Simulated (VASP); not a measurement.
# InP (P6/mmm) in VASP: relaxation of cell and atoms with PBE

Aim: the relaxation of cell and atoms of InP with PBE.

Everything below comes from runs of VASP 6.6.1. Logs are shortened: lines on timing, memory, paths and dates and some standing lists are left out, and cuts for length are marked.

## (1) The cell of the first run

Symmetry: P6/mmm, No. 191, hexagonal system. Conventional cell: a = 6.787 Å, b = 6.787 Å, c = 3.675 Å, α = 90.00°, β = 90.00°, γ = 120.00°. In (site symmetry mmm) has 6 P at 2.69 to 3.39 Å and 4 In at 3.39 Å within 3.5 Å. Within 4.5 Å of P (site symmetry 6/mmm) lie 6 In at 3.39 Å and 14 P at 3.67 to 4.33 Å. P (site symmetry -6m2) has 6 In at 2.69 Å within 3.5 Å.

## (2) Relaxation of cell and atoms, PBE

The input, INCAR:

```
SYSTEM = InP
PREC = Accurate ; ENCUT = 600
EDIFF = 1E-7 ; ISMEAR = 0
SIGMA = 0.1 ; LREAL = .FALSE.
LASPH = .TRUE. ; NELM = 60
ALGO = Normal ; ISIF = 3
LWAVE = .FALSE. ; LCHARG = .FALSE.
GGA = PE ; IBRION = 2
NSW = 100 ; EDIFFG = -0.01
```

The input, KPOINTS:

```
Automatic mesh
0
G
  6 6 10
  0 0 0
```

The input, POSCAR:

```
InP
1.0
    6.7865947209      0.0000000000      0.0000000000
   -3.3932973605      5.8773634334      0.0000000000
    0.0000000000      0.0000000000      3.6746562582
In P
3 3
Direct
    0.5000000000      0.0000000000      0.0000000000
    0.5000000000      0.5000000000      0.0000000000
    0.0000000000      0.5000000000      0.0000000000
    0.0000000000      0.0000000000      0.0000000000
    0.3333333333      0.6666666667      0.5000000000
    0.6666666667      0.3333333333      0.5000000000
```

Potentials or basis: VASP PAW PBE potentials, release 64 (In_d, P).

Command:

```
> cat potpaw_PBE.64/In_d/POTCAR potpaw_PBE.64/P/POTCAR > POTCAR
> mpirun -np 1 vasp_std > vasp.out
```

OUTCAR:

```text
SYSTEM = InP
   PREC = Accurate
   ENCUT = 600
   EDIFF = 1E-7
   ISMEAR = 0
   LREAL = .FALSE.
   LASPH = .TRUE.
   NELM = 60
   ISIF = 3
   GGA = PE
   IBRION = 2
   NSW = 100
   EDIFFG = -0.01

 ion  position               nearest neighbor table
   1  0.500  0.000  0.000-   5 2.69   6 2.69   5 2.69   6 2.69   3 3.39   3 3.39   2 3.39   2 3.39
                             4 3.39   4 3.39
   2  0.500  0.500  0.000-   5 2.69   6 2.69   5 2.69   6 2.69   4 3.39   4 3.39   1 3.39   1 3.39
                             3 3.39   3 3.39
   3  0.000  0.500  0.000-   5 2.69   6 2.69   5 2.69   6 2.69   1 3.39   1 3.39   4 3.39   4 3.39
                             2 3.39   2 3.39
   4  0.000  0.000  0.000-   2 3.39   2 3.39   3 3.39   3 3.39   1 3.39   1 3.39
   5  0.333  0.667  0.500-   1 2.69   1 2.69   3 2.69   3 2.69   2 2.69   2 2.69
   6  0.667  0.333  0.500-   1 2.69   1 2.69   3 2.69   3 2.69   2 2.69   2 2.69

  LATTYP: Found a hexagonal cell.
 ALAT       =     6.7865947209
 C/A-ratio  =     0.5414580374

  Lattice vectors:

 A1 = (   6.7865947209,   0.0000000000,   0.0000000000)
 A2 = (  -3.3932973605,   5.8773634334,   0.0000000000)
 A3 = (   0.0000000000,   0.0000000000,   3.6746562582)

Analysis of symmetry for initial positions (statically):
=====================================================================
 Subroutine PRICEL returns:
 Original cell was already a primitive cell.

 Routine SETGRP: Setting up the symmetry group for a
 hexagonal supercell.

 Subroutine GETGRP returns: Found 24 space group operations
 (whereof 24 operations were pure point group operations)
 out of a pool of 24 trial point group operations.

The static configuration has the point symmetry D_6h.

Analysis of symmetry for dynamics (positions and initial velocities):
=====================================================================
 Subroutine PRICEL returns:
 Original cell was already a primitive cell.

 Routine SETGRP: Setting up the symmetry group for a
 hexagonal supercell.

 Subroutine GETGRP returns: Found 24 space group operations
 (whereof 24 operations were pure point group operations)
 out of a pool of 24 trial point group operations.

The dynamic configuration has the point symmetry D_6h.

 Subroutine INISYM returns: Found 24 space group operations
 (whereof 24 operations are pure point group operations),
 and found     1 'primitive' translations

----------------------------------------------------------------------------------------

                                     Primitive cell

  volume of cell :     146.5721

  direct lattice vectors                    reciprocal lattice vectors
     6.786594721  0.000000000  0.000000000     0.147349303  0.085072160  0.000000000
    -3.393297361  5.877363433  0.000000000     0.000000000  0.170144319  0.000000000
     0.000000000  0.000000000  3.674656258     0.000000000  0.000000000  0.272134298

  length of vectors
     6.786594721  6.786594721  3.674656258     0.170144319  0.170144319  0.272134298

  position of ions in fractional coordinates (direct lattice)
     0.500000000  0.000000000  0.000000000
     0.500000000  0.500000000  0.000000000
     0.000000000  0.500000000  0.000000000
     0.000000000  0.000000000  0.000000000
     0.333333333  0.666666667  0.500000000
     0.666666667  0.333333333  0.500000000

  ion indices of the primitive-cell ions
   primitive index   ion index
                 1           1
                 2           2
                 3           3
                 4           4
                 5           5
                 6           6

----------------------------------------------------------------------------------------

 KPOINTS: Automatic mesh

Automatic generation of k-mesh.
 Grid dimensions read from file:
 generate k-points for:    6    6   10

 Generating k-lattice:

  Cartesian coordinates                     Fractional coordinates (reciprocal lattice)
     0.024558217  0.014178693  0.000000000     0.166666667  0.000000000  0.000000000
     0.000000000  0.028357387  0.000000000     0.000000000  0.166666667  0.000000000
     0.000000000  0.000000000  0.027213430     0.000000000  0.000000000  0.100000000

  Length of vectors
     0.028357387  0.028357387  0.027213430

  Shift w.r.t. Gamma in fractional coordinates (k-lattice)
     0.000000000  0.000000000  0.000000000

 Subroutine IBZKPT returns following result:
 ===========================================

 Found     42 irreducible k-points:

 Following reciprocal coordinates:
            Coordinates               Weight
  0.000000  0.000000  0.000000      1.000000
  0.166667 -0.000000  0.000000      6.000000
  0.333333 -0.000000  0.000000      6.000000
  0.500000  0.000000  0.000000      3.000000
  0.166667  0.166667  0.000000      6.000000
  0.333333  0.166667  0.000000     12.000000
[... 16 lines left out ...]
  0.166667 -0.000000  0.300000     12.000000
  0.333333 -0.000000  0.300000     12.000000
 [... further k-points ...]
   k-points           NKPTS =     42   k-points in BZ     NKDIM =     42   number of bands    NBANDS=     32
   number of dos      NEDOS =    301   number of ions     NIONS =      6
   total plane-waves  NPLWV =  87480
   dimension x,y,z NGX =    54 NGY =   54 NGZ =   30
   dimension x,y,z NGXF=   108 NGYF=  108 NGZF=   60
   ions per type =               3   3
   NGX,Y,Z   is equivalent  to a cutoff of  13.23, 13.23, 13.57 a.u.
   NGXF,Y,Z  is equivalent  to a cutoff of  26.46, 26.46, 27.14 a.u.
 SYSTEM =  InP
   PREC   = accura    normal or accurate (medium, high low for compatibility)
   ISTART =      0    job   : 0-new  1-cont  2-samecut
   ICHARG =      2    charge: 1-file 2-atom 10-const
   ISPIN  =      1    spin polarized calculation?
   LNONCOLLINEAR =      F non collinear calculations
   LSORBIT =      F    spin-orbit coupling
   LASPH  =      T    aspherical Exc in radial PAW
   ENCUT  =  600.0 eV  44.10 Ry    6.64 a.u.  13.55 13.55  7.34*2*pi/ulx,y,z
   NELM   =     60;   NELMIN=  2; NELMDL= -5     # of ELM steps
   EDIFF  = 0.1E-06   stopping-criterion for ELM
   LREAL  =      F    real-space projection
   EDIFFG = -.1E-01   stopping-criterion for IOM
   NSW    =    100    number of steps for IOM
   IBRION =      2    ionic relax: 0-MD 1-quasi-New 2-CG
   NFREE  =      1    steps in history (QN), initial steepest desc. (CG)
   ISIF   =      3    stress and relaxation
   ISYM   =      2    0-nonsym 1-usesym 2-fastsym
   POTIM  = 0.5000    time-step for ionic-motion
   TEBEG  =    0.0;   TEEND  =   0.0 temperature during run
   PSTRESS=    0.0 pullay stress
   NELECT =      54.0000    total number of electrons
   NUPDOWN=      -1.0000    fix difference up-down
   EMIN   =  10.00;   EMAX   =-10.00  energy-range for DOS
   EFERMI =   0.00;   METHOD = LEGACY
   ISMEAR =     0;   SIGMA  =   0.10  broadening in eV -4-tet -1-fermi 0-gaus
   EFERMI_NEDOS =   21; number of points for ismear=-14 and -15
   IALGO  =     38    algorithm
   IMIX   =      4    mixing-type and parameters
     AMIX     =   0.40;   BMIX     =  1.00
     AMIX_MAG =   1.60;   BMIX_MAG =  1.00
  volume/ion in A,a.u.               =      24.43       164.85
  Fermi-wavevector in a.u.,A,eV,Ry     =   1.173606  2.217794 18.740002  1.377351
  Thomas-Fermi vector in A             =   2.310016
   LORBIT       =      0    0 simple, 1 ext, 2 COOP (PROOUT), +10 PAW based schemes
   GGA     = PE    functional components
   LHFCALC =     F    Hartree Fock is set to
   AEXX    =    0.0000 exact exchange contribution
   IVDW    =     0    specifies the selected vdW correction
   LEPSILON=     F    determine dielectric tensor
   LRPA    =     F    only Hartree local field effects (RPA)
 conjugate gradient relaxation of ions
 non-spin polarized calculation
 Gauss-broadening in eV      SIGMA  =   0.10
  energy-cutoff  :      600.00
  volume of cell :      146.57
 maximum number of plane-waves:      4935
   NGX = 27   NGY = 27   NGZ = 15

--------------------------------------- Ionic step        1  -------------------------------------------

 number of electron      53.9999987 magnetization

 Free energy of the ion-electron system (eV)
  ---------------------------------------------------
  ext. energy  EPLUGINS =         0.00000000
  ---------------------------------------------------
  free energy    TOTEN  =       -21.49527428 eV

  energy without entropy =      -21.48143629  energy(sigma->0) =      -21.48835529

------------------------ aborting loop because EDIFF is reached ----------------------------------------

  FORCE on cell =-STRESS in cart. coord.  units (eV):
  Direction    XX          YY          ZZ          XY          YZ          ZX
  --------------------------------------------------------------------------------------
  -------------------------------------------------------------------------------------
  Total        0.2636990      0.2636990      0.0738477     -0.0000000      0.0000000     -0.0000000
  in kB        2.8824903      2.8824903      0.8072288     -0.0000000      0.0000000     -0.0000000
  external PRESSURE =       2.1907365 kB  Pullay stress =       0.0000000 kB

 VOLUME and BASIS-vectors are now :
 -----------------------------------------------------------------------------
  energy-cutoff  :      600.00
  volume of cell :      146.57
      direct lattice vectors                 reciprocal lattice vectors
     6.786594721  0.000000000  0.000000000     0.147349303  0.085072160  0.000000000
    -3.393297361  5.877363433  0.000000000     0.000000000  0.170144319  0.000000000
     0.000000000  0.000000000  3.674656258     0.000000000  0.000000000  0.272134298
[... 81 lines left out ...]
 POSITION                                       TOTAL-FORCE (eV/Angst)
 -----------------------------------------------------------------------------------
      3.40029     -0.00000     -0.00000         0.000000      0.000000     -0.000000
      1.70014      2.94473     -0.00000         0.000000      0.000000     -0.000000
     -1.70014      2.94473      0.00000         0.000000      0.000000     -0.000000
     -0.00000      0.00000      0.00000         0.000000      0.000000     -0.000000
     -0.00000      3.92631      1.83839         0.000000     -0.000000      0.000000
      3.40029      1.96316      1.83839        -0.000000      0.000000     -0.000000
 -----------------------------------------------------------------------------------
    total drift:                                0.000000     -0.000000      0.000000

  FREE ENERGIE OF THE ION-ELECTRON SYSTEM (eV)
  ---------------------------------------------------
  free  energy   TOTEN  =       -21.4958245446 eV

  energy  without entropy=      -21.4820135398  energy(sigma->0) =      -21.48891904

--------------------------------------- Ionic step        4  -------------------------------------------

 number of electron      53.9999987 magnetization

 Free energy of the ion-electron system (eV)
  ---------------------------------------------------
  ext. energy  EPLUGINS =         0.00000000
  ---------------------------------------------------
  free energy    TOTEN  =       -21.49590027 eV

  energy without entropy =      -21.48216178  energy(sigma->0) =      -21.48903102

 E-fermi :   5.5302     XC(G=0):  -9.6167

 val. band max:        5.5147926706   @ k =   0.3333   0.3333   0.2000
 cond. band min:       5.5529201762   @ k =   0.5000   0.0000   0.4000
 fundamental gap:      0.0381275056
 Fermi energy:         5.5302474239

 k-point     1 :       0.0000    0.0000    0.0000
  band No.  band energies     occupation
      1      -9.2669      2.00000
      2      -9.0423      2.00000
      3      -9.0219      2.00000
      4      -9.0219      2.00000
      5      -9.0180      2.00000
      6      -8.9248      2.00000
[... 829 lines left out ...]
     31       8.6776      0.00000
     32       9.0669      0.00000

 [... further k-points ...]
[... 5 lines left out ...]
  --------------------------------------------------------------------------------------
  -------------------------------------------------------------------------------------
  Total        0.0041480      0.0041480     -0.0237177     -0.0000000     -0.0000000     -0.0000000
  in kB        0.0451378      0.0451378     -0.2580932     -0.0000000     -0.0000000     -0.0000000
  external PRESSURE =      -0.0559392 kB  Pullay stress =       0.0000000 kB

 VOLUME and BASIS-vectors are now :
 -----------------------------------------------------------------------------
  energy-cutoff  :      600.00
  volume of cell :      147.23
      direct lattice vectors                 reciprocal lattice vectors
     6.803029946 -0.000000000 -0.000000000     0.146993326  0.084866636 -0.000000000
    -3.401514973  5.891596756  0.000000000     0.000000000  0.169733273  0.000000000
     0.000000000 -0.000000000  3.673426793     0.000000000  0.000000000  0.272225379

 POSITION                                       TOTAL-FORCE (eV/Angst)
 -----------------------------------------------------------------------------------
      3.40151     -0.00000      3.67343        -0.000000      0.000000      0.000000
      1.70076      2.94580      3.67343        -0.000000      0.000000      0.000000
     -1.70076      2.94580      3.67343        -0.000000     -0.000000      0.000000
      0.00000     -0.00000      3.67343        -0.000000     -0.000000      0.000000
     -0.00000      3.92773      1.83671         0.000000      0.000000     -0.000000
      3.40151      1.96387      1.83671        -0.000000     -0.000000      0.000000
 -----------------------------------------------------------------------------------
    total drift:                                0.000000     -0.000000     -0.000000

  FREE ENERGIE OF THE ION-ELECTRON SYSTEM (eV)
  ---------------------------------------------------
  free  energy   TOTEN  =       -21.4959002661 eV

  energy  without entropy=      -21.4821617754  energy(sigma->0) =      -21.48903102

 reached required accuracy - stopping structural energy minimisation
```

Run time: 6.8 min. Hardware: 1 thread of AMD EPYC 9R45 (Zen 5), shared host; peak memory 0.38 GiB.

What came out:

```yaml
Free_energy: -21.4959 eV
Relaxed_volume: 24.54 Å³/atom
Relaxed_cell: a = 6.803 Å, b = 6.803 Å, c = 3.673 Å, α = 90.00°, β = 90.00°, γ = 120.00°
Space_group_after_relaxing_to_0.05_Å: P6/mmm (No. 191)
Energy_gained_by_relaxing: 0.1 meV/atom
Ionic_steps: 4
Pressure_after_relaxing: 0.0 GPa
Band_gap_on_the_k_mesh: zero (band 27 reaches 6.67 eV, above the bottom of band 28 at 4.97 eV)
```

Step by step:
```csv
step,energy change (eV),largest force (eV/Å),pressure (GPa),volume (Å³)
1,0.0000,0.0000,0.22,146.57
2,-0.0005,0.0000,-0.04,147.28
3,-0.0006,0.0000,-0.03,147.26
4,-0.0006,0.0000,-0.01,147.23
```

Final structure:
```
CELL_PARAMETERS angstrom
6.80303 0.00000 0.00000
-3.40151 5.89160 0.00000
0.00000 0.00000 3.67343
ATOMIC_POSITIONS crystal
In 0.50000 0.00000 0.00000
In 0.50000 0.50000 0.00000
In 0.00000 0.50000 0.00000
P 0.00000 0.00000 0.00000
P 0.33333 0.66667 0.50000
P 0.66667 0.33333 0.50000
```

Caveat: spin-orbit coupling is left out, which moves the levels of the heavy elements.
